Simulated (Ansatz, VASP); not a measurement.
## Ni in VASP and in Ansatz

Contents of INCAR:

```
ALGO = Normal ; EDIFF = 1E-7
ENCUT = 520 ; ISIF = 2
ISMEAR = -1 ; ISPIN = 2
LASPH = T ; LCHARG = T
LELF = T ; LMAXMIX = 4
LORBIT = 11 ; LREAL = F
LVHAR = T ; LWAVE = F
MAGMOM = 1 ; NBANDS = 15
NELM = 150 ; PREC = Accurate
SIGMA = 0.08
```

The input KPOINTS:

```
k-points
0
Gamma
  18 18 18
```

POSCAR

```
Ni
1.0
    0.0000000000      1.5896139720      1.5896139720
    1.5896139720      0.0000000000      1.5896139720
    1.5896139720      1.5896139720      0.0000000000
Ni
1
Direct
    0.0000000000      0.0000000000      0.0000000000
```

Input for Ansatz:

```yaml
crystal:
  lattice:
    - [0.0, 1.589613972, 1.589613972]
    - [1.589613972, 0.0, 1.589613972]
    - [1.589613972, 1.589613972, 0.0]
  atoms:
    - { symbol: Ni, position: [0.0, 0.0, 0.0], spin: 1.0 }
magnetization:
  spin_polarized: true
kpoints:
  mp_grid: { grid: [18, 18, 18] }
scf:
  occupations: { method: fermi_dirac, width: 0.08 }
hamiltonian:
  xc: lda
  pseudopotentials: { kind: all_electron, lapw: { basis_error: 0.001 } }
output:
  forces: true
  stress: true
  eigenvalues: true
  populations: true
```

Change from the starting cell: volume scaled by 0.8, LAPW.

Alike in both runs: task single point; functional LDA; k mesh 18 × 18 × 18; occupations fermi-dirac, width 0.08 eV; collinear spin.

```csv
,VASP,Ansatz
version,VASP 6.6.1,Ansatz 0.2.0
potentials or method,"VASP PAW LDA potentials, release 64 (Ni), cutoff 520 eV","all-electron LAPW, scalar-relativistic"
```

Ansatz gave:

| Property | Result |
| --- | --- |
| pressure (GPa) | 96.7 |
| net moment per atom (μB) | 0.53 |
| size of the moment on the site where the two differ most (μB) | 0.54 |

**Question.** What did VASP give for the same quantities?

**Answer.** Pressure (GPa): 95.9; net moment per atom (μB): 0.49; size of the moment on the site where the two differ most (μB): 0.48.

LDA's correlation is that of Perdew and Zunger in VASP and of Perdew and Wang (1992) in Ansatz. Site moments also hang on the region over which each program counts them. Both programs put the cell under a high pressure, so it lies far from rest at this level. Ansatz ran all-electron here, and VASP with PAW potentials.

Noted on VASP's run: the cell as given lies far from equilibrium.
